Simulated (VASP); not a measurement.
# PbSe (Pm-3m) in VASP: a series of runs

PbSe is run at these levels: LDA; tasks: single point.

Program: VASP 6.6.1. These are calculated values, not measurements. Logs are shortened: lines on timing, memory, paths and dates and some standing lists are left out, and cuts for length are marked.

**1. The cell of the first run**

It takes space group Pm-3m (No. 221, cubic). The conventional cell has a = 3.784 Å, b = 3.784 Å, c = 3.784 Å, α = 90.00°, β = 90.00°, γ = 90.00°. Within 4.3 Å of Pb (site symmetry m-3m) lie 8 Se at 3.28 Å and 6 Pb at 3.78 Å. Se (site symmetry m-3m) has 8 Pb at 3.28 Å and 6 Se at 3.78 Å within 4.3 Å.

**2. Single point, LDA**

INCAR

```
ALGO = Normal
EDIFF = 1E-6
ENCUT = 500
GGA_COMPAT = F
ISIF = 2
ISMEAR = -1
LASPH = T
LCHARG = T
LELF = T
LREAL = F
LVHAR = T
LWAVE = F
NBANDS = 17
NELM = 120
PREC = Accurate
SIGMA = 0.05
```

KPOINTS

```
k-points
0
Gamma
  6 6 6
```

POSCAR

```
PbSe
1.0
    3.7843220000      0.0000000000      0.0000000000
    0.0000000000      3.7843220000      0.0000000000
    0.0000000000      0.0000000000      3.7843220000
Pb Se
1 1
Direct
    0.0000000000      0.0000000000      0.0000000000
    0.5000000000      0.5000000000      0.5000000000
```

Potentials or basis: VASP PAW LDA potentials, release 64 (Pb_d, Se).

On the command line:

```bash
$ cat potpaw_LDA.64/Pb_d/POTCAR potpaw_LDA.64/Se/POTCAR > POTCAR
$ mpirun -np 1 vasp_std > vasp.out
```

OUTCAR:

```text
EDIFF = 1E-6
   ENCUT = 500
   ISIF = 2
   ISMEAR = -1
   LASPH = T
   LREAL = F
   NELM = 120
   PREC = Accurate

 ion  position               nearest neighbor table
   1  0.000  0.000  0.000-   2 3.28   2 3.28   2 3.28   2 3.28   2 3.28   2 3.28   2 3.28   2 3.28

   2  0.500  0.500  0.500-   1 3.28   1 3.28   1 3.28   1 3.28   1 3.28   1 3.28   1 3.28   1 3.28

  LATTYP: Found a simple cubic cell.
 ALAT       =     3.7843220000

  Lattice vectors:

 A1 = (   3.7843220000,   0.0000000000,   0.0000000000)
 A2 = (   0.0000000000,   3.7843220000,   0.0000000000)
 A3 = (   0.0000000000,   0.0000000000,   3.7843220000)

Analysis of symmetry for initial positions (statically):
=====================================================================
 Subroutine PRICEL returns:
 Original cell was already a primitive cell.

 Routine SETGRP: Setting up the symmetry group for a
 simple cubic supercell.

 Subroutine GETGRP returns: Found 48 space group operations
 (whereof 48 operations were pure point group operations)
 out of a pool of 48 trial point group operations.

The static configuration has the point symmetry O_h .

Analysis of symmetry for dynamics (positions and initial velocities):
=====================================================================
 Subroutine PRICEL returns:
 Original cell was already a primitive cell.

 Routine SETGRP: Setting up the symmetry group for a
 simple cubic supercell.

 Subroutine GETGRP returns: Found 48 space group operations
 (whereof 48 operations were pure point group operations)
 out of a pool of 48 trial point group operations.

The dynamic configuration has the point symmetry O_h .

 Subroutine INISYM returns: Found 48 space group operations
 (whereof 48 operations are pure point group operations),
 and found     1 'primitive' translations

----------------------------------------------------------------------------------------

                                     Primitive cell

  volume of cell :      54.1956

  direct lattice vectors                    reciprocal lattice vectors
     3.784322000  0.000000000  0.000000000     0.264248127  0.000000000  0.000000000
     0.000000000  3.784322000  0.000000000     0.000000000  0.264248127  0.000000000
     0.000000000  0.000000000  3.784322000     0.000000000  0.000000000  0.264248127

  length of vectors
     3.784322000  3.784322000  3.784322000     0.264248127  0.264248127  0.264248127

  position of ions in fractional coordinates (direct lattice)
     0.000000000  0.000000000  0.000000000
[... 72 lines left out ...]
   NELM   =    120;   NELMIN=  2; NELMDL= -5     # of ELM steps
   EDIFF  = 0.1E-05   stopping-criterion for ELM
   LREAL  =      F    real-space projection
   EDIFFG = 0.1E-04   stopping-criterion for IOM
   NSW    =      0    number of steps for IOM
   IBRION =     -1    ionic relax: 0-MD 1-quasi-New 2-CG
   NFREE  =      0    steps in history (QN), initial steepest desc. (CG)
   ISIF   =      2    stress and relaxation
   ISYM   =      2    0-nonsym 1-usesym 2-fastsym
   POTIM  = 0.5000    time-step for ionic-motion
   TEBEG  =    0.0;   TEEND  =   0.0 temperature during run
   PSTRESS=    0.0 pullay stress
   NELECT =      20.0000    total number of electrons
   NUPDOWN=      -1.0000    fix difference up-down
   EMIN   =  10.00;   EMAX   =-10.00  energy-range for DOS
   EFERMI =   0.00;   METHOD = LEGACY
   ISMEAR =    -1;   SIGMA  =   0.05  broadening in eV -4-tet -1-fermi 0-gaus
   EFERMI_NEDOS =   21; number of points for ismear=-14 and -15
   IALGO  =     38    algorithm
   IMIX   =      4    mixing-type and parameters
     AMIX     =   0.40;   BMIX     =  1.00
     AMIX_MAG =   1.60;   BMIX_MAG =  1.00
  volume/ion in A,a.u.               =      27.10       182.87
  Fermi-wavevector in a.u.,A,eV,Ry     =   1.174258  2.219025 18.760817  1.378881
  Thomas-Fermi vector in A             =   2.310658
   LORBIT       =      0    0 simple, 1 ext, 2 COOP (PROOUT), +10 PAW based schemes
   GGA     = CA    functional components
   LHFCALC =     F    Hartree Fock is set to
   AEXX    =    0.0000 exact exchange contribution
   IVDW    =     0    specifies the selected vdW correction
   LEPSILON=     F    determine dielectric tensor
   LRPA    =     F    only Hartree local field effects (RPA)
 non-spin polarized calculation
  energy-cutoff  :      500.00
  volume of cell :       54.20
 maximum number of plane-waves:      1406
 NGX is ok and might be reduce to    28
   NGX = 13   NGY = 13   NGZ = 13

 number of electron      20.0000006 magnetization

 Free energy of the ion-electron system (eV)
  ---------------------------------------------------
  ext. energy  EPLUGINS =         0.00000000
  ---------------------------------------------------
  free energy    TOTEN  =        -8.97151480 eV

  energy without entropy =       -8.96119269  energy(sigma->0) =       -8.96635374

 E-fermi :   5.1931     XC(G=0): -10.2368

 val. band max:        5.1889463392   @ k =   0.5000   0.0000   0.0000
 cond. band min:       5.3047190703   @ k =   0.1667   0.1667   0.1667
 fundamental gap:      0.1157727311
 Fermi energy:         5.1931430504

 k-point     1 :       0.0000    0.0000    0.0000
  band No.  band energies     occupation
      1     -11.6658      2.00000
      2     -11.6658      2.00000
      3     -11.5167      2.00000
      4     -11.5167      2.00000
      5     -11.5167      2.00000
      6      -8.0397      2.00000
[... 377 lines left out ...]
      4     -11.4706      2.00000
      5     -11.4706      2.00000
      6      -6.1235      2.00000
[... 9 lines left out ...]
     16      18.8539      0.00000
     17      22.4331      0.00000

------------------------ aborting loop because EDIFF is reached ----------------------------------------

  FORCE on cell =-STRESS in cart. coord.  units (eV):
  Direction    XX          YY          ZZ          XY          YZ          ZX
  --------------------------------------------------------------------------------------
  -------------------------------------------------------------------------------------
  Total       -1.5909625     -1.5909625     -1.5909625     -0.0000000     -0.0000000      0.0000000
  in kB      -47.0333905    -47.0333905    -47.0333905     -0.0000000     -0.0000000      0.0000000
  external PRESSURE =     -47.0333905 kB  Pullay stress =       0.0000000 kB

 VOLUME and BASIS-vectors are now :
 -----------------------------------------------------------------------------
  energy-cutoff  :      500.00
  volume of cell :       54.20
      direct lattice vectors                 reciprocal lattice vectors
     3.784322000  0.000000000  0.000000000     0.264248127  0.000000000  0.000000000
     0.000000000  3.784322000  0.000000000     0.000000000  0.264248127  0.000000000
     0.000000000  0.000000000  3.784322000     0.000000000  0.000000000  0.264248127

 POSITION                                       TOTAL-FORCE (eV/Angst)
 -----------------------------------------------------------------------------------
      0.00000      0.00000      0.00000         0.000000      0.000000      0.000000
      1.89216      1.89216      1.89216         0.000000      0.000000      0.000000
 -----------------------------------------------------------------------------------
    total drift:                               -0.000000      0.000000     -0.000000

  FREE ENERGIE OF THE ION-ELECTRON SYSTEM (eV)
  ---------------------------------------------------
  free  energy   TOTEN  =        -8.9715147959 eV

  energy  without entropy=       -8.9611926855  energy(sigma->0) =       -8.96635374
```

OSZICAR:

```text
N       E                     dE             d eps       ncg     rms          rms(c)
DAV:   1     0.155693512570E+03    0.15569E+03   -0.92931E+03   680   0.116E+03
DAV:   2     0.259424710241E+01   -0.15310E+03   -0.14768E+03   721   0.304E+02
DAV:   3    -0.912446648021E+01   -0.11719E+02   -0.11471E+02   900   0.888E+01
DAV:   4    -0.939043210387E+01   -0.26597E+00   -0.26574E+00   820   0.147E+01
DAV:   5    -0.939896053601E+01   -0.85284E-02   -0.85279E-02  1011   0.267E+00    0.285E+00
DAV:   6    -0.898305138531E+01    0.41591E+00   -0.10329E+00   997   0.693E+00    0.154E+00
DAV:   7    -0.897628318792E+01    0.67682E-02   -0.75464E-02   806   0.134E+00    0.876E-01
DAV:   8    -0.897445158816E+01    0.18316E-02   -0.26223E-02   792   0.117E+00    0.252E-01
DAV:   9    -0.897245935596E+01    0.19922E-02   -0.20888E-02   970   0.878E-01    0.150E-01
DAV:  10    -0.897156220124E+01    0.89715E-03   -0.42349E-03   983   0.398E-01    0.382E-02
DAV:  11    -0.897152869429E+01    0.33507E-04   -0.15701E-04   788   0.787E-02    0.179E-02
DAV:  12    -0.897151619929E+01    0.12495E-04   -0.25557E-05   916   0.256E-02    0.571E-03
DAV:  13    -0.897151493073E+01    0.12686E-05   -0.41452E-06   710   0.909E-03    0.264E-03
DAV:  14    -0.897151479589E+01    0.13484E-06   -0.31433E-07   410   0.350E-03
   1 F= -.89715148E+01 E0= -.89663537E+01  d E =-.103221E-01
```

stdout:

```text
POSCAR found type information on POSCAR PbSe
 POSCAR found :  2 types and       2 ions
 scaLAPACK will be used
 LDA part: xc-table for (Slater(with rela. corr.)+CA(PZ))
 , standard interpolation
 POSCAR, INCAR and KPOINTS ok, starting setup
 FFT: planning ... GRIDC
 FFT: planning ... GRID_SOFT
 FFT: planning ... GRID
 WAVECAR not read
 entering main loop
```

Run time: 7.6 s. Hardware: 1 thread of Intel Xeon 6975P-C (Granite Rapids), shared host; peak memory 0.14 GiB.

What came out:

```yaml
Free_energy: -8.9715 eV
Pressure: -4.7 GPa
Band_gap_on_the_k_mesh: zero (bands 10 and 11 overlap by 0.79 eV)
```

Levels at points of the mesh, in eV from the Fermi level:
```
           k point  band 6  band 7  band 8  band 9  band 10  band 11  band 12  band 13  band 14  band 15
(0.00, 0.00, 0.00)  -13.23   -7.13   -1.50   -1.50    -1.50     5.10     5.10     5.96     5.96     5.96
(0.50, 0.00, 0.00)  -12.18   -9.00   -0.28   -0.27    -0.27     0.00     3.32     3.32     6.48     8.32
(0.50, 0.50, 0.00)  -11.55   -7.52   -4.36   -4.36    -0.01     4.03     4.03     4.88     6.73     8.69
(0.50, 0.50, 0.50)  -11.32   -6.47   -2.33   -2.33    -2.33    -0.67    -0.67    -0.67    13.66    13.66
```

Caveat: the cell stands under tension; semilocal functionals underestimate gaps, so a narrow gap can read as zero; spin-orbit coupling is left out, which moves the levels of the heavy elements.

**3. Single point, LDA**

INCAR

```
SYSTEM = PbSe
PREC = Accurate
ENCUT = 500
EDIFF = 1E-6
ISMEAR = -1
SIGMA = 0.05
LREAL = .False.
LASPH = .True.
NELM = 120
ALGO = Normal
ISIF = 2
LWAVE = .False.
LCHARG = .False.
GGA = CA
NBANDS = 17
GGA_COMPAT = .False.
```

KPOINTS

```
Automatic mesh
0
Gamma
  6 6 6
  0 0 0
```

POSCAR is that of step 2.

Potentials or basis: VASP PAW LDA potentials, release 64 (Pb_d, Se).

On the command line:

```bash
$ cat potpaw_LDA.64/Pb_d/POTCAR potpaw_LDA.64/Se/POTCAR > POTCAR
$ mpirun -np 1 vasp_std > vasp.out
```

Wall time 6.4 s (1 thread of Intel Xeon 6975P-C (Granite Rapids), shared host); peak memory 0.15 GiB.

The run converged. Its results:

```yaml
Free_energy: -8.9715 eV
Pressure: -4.7 GPa
Band_gap_on_the_k_mesh: zero (bands 10 and 11 overlap by 0.79 eV)
```

Levels at points of the mesh, in eV from the Fermi level:
| k point | band 7 | band 8 | band 9 | band 10 | band 11 | band 12 | band 13 | band 14 |
| --- | --- | --- | --- | --- | --- | --- | --- | --- |
| (0.00, 0.00, 0.00) | -7.13 | -1.50 | -1.50 | -1.50 | 5.10 | 5.10 | 5.96 | 5.96 |
| (0.50, 0.00, 0.00) | -9.00 | -0.28 | -0.27 | -0.27 | 0.00 | 3.32 | 3.32 | 6.48 |
| (0.50, 0.50, 0.00) | -7.52 | -4.36 | -4.36 | -0.01 | 4.03 | 4.03 | 4.88 | 6.73 |
| (0.50, 0.50, 0.50) | -6.47 | -2.33 | -2.33 | -2.33 | -0.67 | -0.67 | -0.67 | 13.66 |

Caveat: the cell stands under tension; semilocal functionals underestimate gaps, so a narrow gap can read as zero; spin-orbit coupling is left out, which moves the levels of the heavy elements.
